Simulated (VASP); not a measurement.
# MgBe2SeS2 (P-6m2) in VASP: a series of runs

Runs on MgBe2SeS2. Level: PBE. Tasks: single point, relaxation of cell and atoms.

Everything below comes from runs of VASP 6.6.1. Logs are shortened: lines on timing, memory, paths and dates and some standing lists are left out, and cuts for length are marked.

### 1 The cell of the first run

The structure is hexagonal, space group P-6m2 (No. 187). Conventional cell: a = 4.266 Å, b = 4.266 Å, c = 4.999 Å, α = 90.00°, β = 90.00°, γ = 120.00°. Within 3.3 Å of Mg (site symmetry -6m2) lie 5 Be at 2.46 to 2.50 Å and 3 S at 2.46 Å. Within 3.3 Å of Be (site symmetry -6m2) lie 5 S at 2.46 to 2.50 Å and 3 Mg at 2.46 Å. Be (site symmetry -6m2) has 3 Se at 2.46 Å and 3 S at 2.46 Å and 2 Mg at 2.50 Å within 3.3 Å. Within 3.3 Å of Se (site symmetry -6m2) lie 5 S at 2.46 to 2.50 Å and 3 Be at 2.46 Å. Within 3.3 Å of S (site symmetry -6m2) lie 3 Be at 2.46 Å and 3 Mg at 2.46 Å and 2 Se at 2.50 Å. Within 3.3 Å of S (site symmetry -6m2) lie 3 Se at 2.46 Å and 5 Be at 2.46 to 2.50 Å.

### 2 Single point, PBE

The input, INCAR:

```
PREC = Accurate
ENCUT = 520
EDIFF = 1E-7
ISMEAR = 0
SIGMA = 0.1
LREAL = False
LASPH = True
NELM = 80
ALGO = Normal
ISIF = 2
LWAVE = False
LCHARG = False
GGA = PE
NBANDS = 21
```

The input, KPOINTS:

```
Automatic mesh
0
Gamma
  6 6 4
```

The input, POSCAR:

```
MgBe2SeS2
1.0
    4.2659487900      0.0000000000      0.0000000000
   -2.1329743900      3.6944200200      0.0000000000
    0.0000000000      0.0000000000      4.9993786500
Mg Be Se S
1 2 1 2
Direct
    0.0000000000      0.0000000000      0.5000000000
    0.6666666700      0.3333333300      0.5000000000
    0.0000000000      0.0000000000      0.0000000000
    0.3333333300      0.6666666700      0.0000000000
    0.3333333300      0.6666666700      0.5000000000
    0.6666666700      0.3333333300      0.0000000000
```

Potentials or basis: VASP PAW PBE potentials, release 64 (Mg, Be, Se, S).

On the command line:

```
cat potpaw_PBE.64/Mg/POTCAR potpaw_PBE.64/Be/POTCAR potpaw_PBE.64/Se/POTCAR potpaw_PBE.64/S/POTCAR > POTCAR
mpirun -np 1 vasp_std > vasp.out
```

OUTCAR:

```text
PREC = Accurate
   ENCUT = 520
   EDIFF = 1E-7
   ISMEAR = 0
   LREAL = False
   LASPH = True
   NELM = 80
   ISIF = 2
   GGA = PE

 ion  position               nearest neighbor table
   1  0.000  0.000  0.500-   2 2.46   5 2.46   5 2.46   2 2.46   2 2.46   5 2.46   3 2.50   3 2.50

   2  0.667  0.333  0.500-   5 2.46   1 2.46   5 2.46   1 2.46   1 2.46   5 2.46   6 2.50   6 2.50

   3  0.000  0.000  0.000-   4 2.46   6 2.46   4 2.46   6 2.46   6 2.46   4 2.46   1 2.50   1 2.50

   4  0.333  0.667  0.000-   6 2.46   3 2.46   6 2.46   3 2.46   3 2.46   6 2.46   5 2.50   5 2.50

   5  0.333  0.667  0.500-   2 2.46   1 2.46   2 2.46   1 2.46   1 2.46   2 2.46   4 2.50   4 2.50

   6  0.667  0.333  0.000-   4 2.46   3 2.46   4 2.46   3 2.46   3 2.46   4 2.46   2 2.50   2 2.50

  LATTYP: Found a hexagonal cell.
 ALAT       =     4.2659487900
 C/A-ratio  =     1.1719265505

  Lattice vectors:

 A1 = (   4.2659487900,   0.0000000000,   0.0000000000)
 A2 = (  -2.1329743900,   3.6944200200,   0.0000000000)
 A3 = (   0.0000000000,   0.0000000000,   4.9993786500)

Analysis of symmetry for initial positions (statically):
=====================================================================
 Subroutine PRICEL returns:
 Original cell was already a primitive cell.

 Routine SETGRP: Setting up the symmetry group for a
 hexagonal supercell.

 Subroutine GETGRP returns: Found 12 space group operations
 (whereof 12 operations were pure point group operations)
 out of a pool of 24 trial point group operations.

The static configuration has the point symmetry D_3h.

Analysis of symmetry for dynamics (positions and initial velocities):
=====================================================================
 Subroutine PRICEL returns:
 Original cell was already a primitive cell.

 Routine SETGRP: Setting up the symmetry group for a
 hexagonal supercell.

 Subroutine GETGRP returns: Found 12 space group operations
 (whereof 12 operations were pure point group operations)
 out of a pool of 24 trial point group operations.

The dynamic configuration has the point symmetry D_3h.

 Subroutine INISYM returns: Found 12 space group operations
 (whereof 12 operations are pure point group operations),
 and found     1 'primitive' translations

----------------------------------------------------------------------------------------

                                     Primitive cell

  volume of cell :      78.7912

  direct lattice vectors                    reciprocal lattice vectors
     4.265948790  0.000000000  0.000000000     0.234414441  0.135339240  0.000000000
    -2.132974390  3.694420020  0.000000000     0.000000000  0.270678481  0.000000000
     0.000000000  0.000000000  4.999378650     0.000000000  0.000000000  0.200024857

  length of vectors
     4.265948790  4.265948785  4.999378650     0.270678481  0.270678481  0.200024857

  position of ions in fractional coordinates (direct lattice)
     0.000000000  0.000000000  0.500000000
     0.666666670  0.333333330  0.500000000
     0.000000000  0.000000000  0.000000000
     0.333333330  0.666666670  0.000000000
     0.333333330  0.666666670  0.500000000
     0.666666670  0.333333330  0.000000000

  ion indices of the primitive-cell ions
   primitive index   ion index
                 1           1
                 2           2
                 3           3
                 4           4
                 5           5
                 6           6

----------------------------------------------------------------------------------------

 KPOINTS: Automatic mesh

Automatic generation of k-mesh.
 Grid dimensions read from file:
 generate k-points for:    6    6    4

 Generating k-lattice:

  Cartesian coordinates                     Fractional coordinates (reciprocal lattice)
     0.039069073  0.022556540  0.000000000     0.166666667  0.000000000  0.000000000
     0.000000000  0.045113080  0.000000000     0.000000000  0.166666667  0.000000000
     0.000000000  0.000000000  0.050006214     0.000000000  0.000000000  0.250000000

  Length of vectors
     0.045113080  0.045113080  0.050006214

  Shift w.r.t. Gamma in fractional coordinates (k-lattice)
     0.000000000  0.000000000  0.000000000

 Subroutine IBZKPT returns following result:
 ===========================================

 Found     21 irreducible k-points:

 Following reciprocal coordinates:
            Coordinates               Weight
  0.000000  0.000000  0.000000      1.000000
  0.166667  0.000000  0.000000      6.000000
  0.333333 -0.000000  0.000000      6.000000
  0.500000 -0.000000  0.000000      3.000000
  0.166667  0.166667  0.000000      6.000000
  0.333333  0.166667  0.000000     12.000000
[... 13 lines left out ...]
  0.333333  0.166667  0.500000     12.000000
  0.333333  0.333333  0.500000      2.000000
   k-points           NKPTS =     21   k-points in BZ     NKDIM =     21   number of bands    NBANDS=     21
   number of dos      NEDOS =    301   number of ions     NIONS =      6
   total plane-waves  NPLWV =  40960
   dimension x,y,z NGX =    32 NGY =   32 NGZ =   40
   dimension x,y,z NGXF=    64 NGYF=   64 NGZF=   80
   ions per type =               1   2   1   2
   NGX,Y,Z   is equivalent  to a cutoff of  12.47, 12.47, 13.30 a.u.
   NGXF,Y,Z  is equivalent  to a cutoff of  24.94, 24.94, 26.60 a.u.
 SYSTEM =  unknown system
   PREC   = accura    normal or accurate (medium, high low for compatibility)
   ISTART =      0    job   : 0-new  1-cont  2-samecut
   ICHARG =      2    charge: 1-file 2-atom 10-const
   ISPIN  =      1    spin polarized calculation?
   LNONCOLLINEAR =      F non collinear calculations
   LSORBIT =      F    spin-orbit coupling
   LASPH  =      T    aspherical Exc in radial PAW
   ENCUT  =  520.0 eV  38.22 Ry    6.18 a.u.   7.93  7.93  9.30*2*pi/ulx,y,z
   NELM   =     80;   NELMIN=  2; NELMDL= -5     # of ELM steps
   EDIFF  = 0.1E-06   stopping-criterion for ELM
   LREAL  =      F    real-space projection
   EDIFFG = 0.1E-05   stopping-criterion for IOM
   NSW    =      0    number of steps for IOM
   IBRION =     -1    ionic relax: 0-MD 1-quasi-New 2-CG
   NFREE  =      0    steps in history (QN), initial steepest desc. (CG)
   ISIF   =      2    stress and relaxation
   ISYM   =      2    0-nonsym 1-usesym 2-fastsym
   POTIM  = 0.5000    time-step for ionic-motion
   TEBEG  =    0.0;   TEEND  =   0.0 temperature during run
   PSTRESS=    0.0 pullay stress
   NELECT =      24.0000    total number of electrons
   NUPDOWN=      -1.0000    fix difference up-down
   EMIN   =  10.00;   EMAX   =-10.00  energy-range for DOS
   EFERMI =   0.00;   METHOD = LEGACY
   ISMEAR =     0;   SIGMA  =   0.10  broadening in eV -4-tet -1-fermi 0-gaus
   EFERMI_NEDOS =   21; number of points for ismear=-14 and -15
   IALGO  =     38    algorithm
   IMIX   =      4    mixing-type and parameters
     AMIX     =   0.40;   BMIX     =  1.00
     AMIX_MAG =   1.60;   BMIX_MAG =  1.00
  volume/ion in A,a.u.               =      13.13        88.62
  Fermi-wavevector in a.u.,A,eV,Ry     =   1.101504  2.081540 16.508088  1.213310
  Thomas-Fermi vector in A             =   2.237932
   LORBIT       =      0    0 simple, 1 ext, 2 COOP (PROOUT), +10 PAW based schemes
   GGA     = PE    functional components
   LHFCALC =     F    Hartree Fock is set to
   AEXX    =    0.0000 exact exchange contribution
   IVDW    =     0    specifies the selected vdW correction
   LEPSILON=     F    determine dielectric tensor
   LRPA    =     F    only Hartree local field effects (RPA)
 non-spin polarized calculation
 Gauss-broadening in eV      SIGMA  =   0.10
  energy-cutoff  :      520.00
  volume of cell :       78.79
 maximum number of plane-waves:      2148
 NGX is ok and might be reduce to    32
   NGX = 15   NGY = 15   NGZ = 19

 number of electron      23.9999997 magnetization

 Free energy of the ion-electron system (eV)
  ---------------------------------------------------
  ext. energy  EPLUGINS =         0.00000000
  ---------------------------------------------------
  free energy    TOTEN  =       -16.78650886 eV

  energy without entropy =      -16.77085998  energy(sigma->0) =      -16.77868442

 E-fermi :   8.1683     XC(G=0): -10.8398

 val. band max:        8.1676461784   @ k =   0.1667   0.0000   0.2500
 cond. band min:       8.1735646084   @ k =   0.1667   0.1667   0.2500
 fundamental gap:      0.0059184300
 Fermi energy:         8.1682704503

 k-point     1 :       0.0000    0.0000    0.0000
  band No.  band energies     occupation
      1      -9.8652      2.00000
      2      -6.3125      2.00000
      3      -2.7106      2.00000
      4      -1.0191      2.00000
      5       1.0497      2.00000
      6       1.0497      2.00000
[... 13 lines left out ...]
     20      14.2647      0.00000
     21      14.2647      0.00000

 k-point     2 :       0.1667    0.0000    0.0000
  band No.  band energies     occupation
      1      -9.6737      2.00000
      2      -6.2839      2.00000
      3      -3.4992      2.00000
      4      -0.8357      2.00000
      5       0.5797      2.00000
      6       1.1597      2.00000
[... 13 lines left out ...]
     20      15.1247      0.00000
     21      15.6344      0.00000

 k-point     3 :       0.3333   -0.0000    0.0000
  band No.  band energies     occupation
      1      -9.1770      2.00000
      2      -6.3730      2.00000
      3      -4.6252      2.00000
      4      -0.3763      2.00000
      5      -0.0309      2.00000
      6       0.5909      2.00000
[... 13 lines left out ...]
     20      13.9361      0.00000
     21      14.2263      0.00000

 k-point     4 :       0.5000   -0.0000    0.0000
  band No.  band energies     occupation
      1      -8.8090      2.00000
      2      -6.6362      2.00000
      3      -4.9821      2.00000
      4      -0.2621      2.00000
      5      -0.0608      2.00000
      6       0.2528      2.00000
[... 13 lines left out ...]
     20      14.0284      0.00000
     21      14.5336      0.00000

 k-point     5 :       0.1667    0.1667    0.0000
  band No.  band energies     occupation
      1      -9.3231      2.00000
      2      -6.3117      2.00000
      3      -4.3708      2.00000
      4      -0.5091      2.00000
      5      -0.3766      2.00000
      6       1.3902      2.00000
[... 13 lines left out ...]
     20      12.9248      0.00000
     21      15.6631      0.00000

 k-point     6 :       0.3333    0.1667    0.0000
  band No.  band energies     occupation
      1      -8.8208      2.00000
      2      -6.5963      2.00000
      3      -4.9615      2.00000
      4      -1.0581      2.00000
      5      -0.0760      2.00000
      6       1.0533      2.00000
[... 13 lines left out ...]
     20      14.2362      0.00000
     21      14.2707      0.00000

 k-point     7 :       0.3333    0.3333    0.0000
  band No.  band energies     occupation
      1      -8.5860      2.00000
      2      -6.7849      2.00000
      3      -5.0699      2.00000
      4      -1.5431      2.00000
      5       0.0971      2.00000
      6       1.2422      2.00000
[... 13 lines left out ...]
     20      14.8210      0.00000
     21      15.2041      0.00000
[... 219 lines left out ...]
      1      -8.4935      2.00000
      2      -7.3345      2.00000
      3      -5.3055      2.00000
      4       0.0497      2.00000
      5       0.4385      2.00000
      6       1.7430      2.00000
[... 13 lines left out ...]
     20      13.9696      0.00000
     21      15.2321      0.00000

 k-point    18 :       0.5000   -0.0000    0.5000
  band No.  band energies     occupation
      1      -7.9717      2.00000
      2      -7.2253      2.00000
      3      -6.1676      2.00000
      4      -0.3830      2.00000
      5       0.1965      2.00000
      6       1.6331      2.00000
[... 13 lines left out ...]
     20      14.3042      0.00000
     21      14.5979      0.00000

 k-point    19 :       0.1667    0.1667    0.5000
  band No.  band energies     occupation
      1      -8.6753      2.00000
      2      -7.3868      2.00000
      3      -4.9201      2.00000
      4       0.1865      2.00000
      5       0.3803      2.00000
      6       1.8819      2.00000
[... 13 lines left out ...]
     20      15.1885      0.00000
     21      15.6129      0.00000

 k-point    20 :       0.3333    0.1667    0.5000
  band No.  band energies     occupation
      1      -7.9897      2.00000
      2      -7.2269      2.00000
      3      -6.1093      2.00000
      4      -0.4661      2.00000
      5      -0.1650      2.00000
      6       1.3184      2.00000
[... 13 lines left out ...]
     20      14.2143      0.00000
     21      14.5985      0.00000

 k-point    21 :       0.3333    0.3333    0.5000
  band No.  band energies     occupation
      1      -7.4912      2.00000
      2      -7.1717      2.00000
      3      -6.7242      2.00000
      4      -0.9358      2.00000
      5      -0.0123      2.00000
      6       0.6207      2.00000
[... 13 lines left out ...]
     20      14.2366      0.00000
     21      14.5188      0.00000

------------------------ aborting loop because EDIFF is reached ----------------------------------------

  FORCE on cell =-STRESS in cart. coord.  units (eV):
  Direction    XX          YY          ZZ          XY          YZ          ZX
  --------------------------------------------------------------------------------------
  -------------------------------------------------------------------------------------
  Total       13.2922836     13.2922835      0.9898343      0.0000000      0.0000000      0.0000000
  in kB      270.2914086    270.2914081     20.1277456      0.0000004      0.0000000      0.0000000
  external PRESSURE =     186.9035207 kB  Pullay stress =       0.0000000 kB

 VOLUME and BASIS-vectors are now :
 -----------------------------------------------------------------------------
  energy-cutoff  :      520.00
  volume of cell :       78.79
      direct lattice vectors                 reciprocal lattice vectors
     4.265948790  0.000000000  0.000000000     0.234414441  0.135339240  0.000000000
    -2.132974390  3.694420020  0.000000000     0.000000000  0.270678481  0.000000000
     0.000000000  0.000000000  4.999378650     0.000000000  0.000000000  0.200024857

 POSITION                                       TOTAL-FORCE (eV/Angst)
 -----------------------------------------------------------------------------------
      0.00000      0.00000      2.49969         0.000000     -0.000000      0.000000
      2.13297      1.23147      2.49969         0.000000     -0.000000      0.000000
      0.00000      0.00000      0.00000         0.000000     -0.000000      0.000000
     -0.00000      2.46295      0.00000         0.000000     -0.000000      0.000000
     -0.00000      2.46295      2.49969        -0.000000      0.000000      0.000000
      2.13297      1.23147      0.00000        -0.000000     -0.000000      0.000000
 -----------------------------------------------------------------------------------
    total drift:                                0.000009     -0.000005      0.000000

  FREE ENERGIE OF THE ION-ELECTRON SYSTEM (eV)
  ---------------------------------------------------
  free  energy   TOTEN  =       -16.7865088586 eV

  energy  without entropy=      -16.7708599827  energy(sigma->0) =      -16.77868442
```

Run time: 22 s. Hardware: 1 thread of Intel Xeon Platinum 8488C (Sapphire Rapids), shared host; peak memory 0.21 GiB.

What came out:

```
Free energy            : -16.7865 eV
Pressure               : 18.7 GPa
Band gap on the k mesh : zero (band 12 reaches 8.93 eV, above the bottom of band 13 at 7.12 eV)
```

Stress tensor (GPa, compression positive):
```
27.03  0.00  0.00
 0.00 27.03  0.00
 0.00  0.00  2.01
```

Levels at points of the mesh, in eV from the Fermi level:
| k point | band 8 | band 9 | band 10 | band 11 | band 12 | band 13 | band 14 | band 15 | band 16 | band 17 |
| --- | --- | --- | --- | --- | --- | --- | --- | --- | --- | --- |
| (0.00, 0.00, 0.00) | -4.86 | -3.79 | -3.48 | -3.48 | -2.50 | 0.55 | 0.79 | 0.79 | 1.97 | 3.05 |
| (0.50, 0.00, 0.00) | -5.42 | -5.23 | -0.75 | -0.53 | -0.24 | 1.01 | 1.65 | 2.53 | 3.28 | 3.68 |
| (0.00, 0.00, 0.50) | -5.49 | -4.04 | -3.67 | -3.67 | -2.94 | -0.36 | -0.30 | -0.30 | 0.38 | 3.46 |
| (0.50, 0.00, 0.50) | -4.31 | -3.64 | -2.83 | -1.15 | -0.02 | 1.11 | 1.17 | 2.59 | 3.09 | 3.35 |

(Part 1 of 2 ends here.)
